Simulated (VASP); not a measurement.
The system is Zr3HC2.

```
Zr H C
1.0
     3.35958    0.00000    0.00000
    -1.67979    2.90948    0.00000
     0.00000    0.00000    8.02385
Zr H C
3 1 2
Direct
  0.00000 0.00000 0.50000
  0.33333 0.66667 0.17808
  0.66667 0.33333 0.82191
  0.00000 0.00000 0.00000
  0.33333 0.66667 0.67558
  0.66667 0.33333 0.32442
```

Base run:

* Program: VASP 6.6.1
* Functional: PBEsol
* Potentials or basis: VASP PAW PBE potentials, release 64 (Zr_sv, H, C)
* Cutoff: 520 eV
* k mesh: 7 × 7 × 3
* Occupations: fermi-dirac, width 0.1 eV
* Spin: no spin polarisation

Its results: pressure -6.5 GPa; largest force 0.392 eV/Å.

Q: The run is repeated on the same cell with these changes: functional from PBEsol to BLYP. What comes out?

A: Pressure 4.6 GPa; largest force 0.052 eV/Å.

BLYP binds less tightly than PBEsol, so the same cell stands under more pressure.

Caveats: the PAW data sets were made with another functional, which shifts forces and pressure a little.
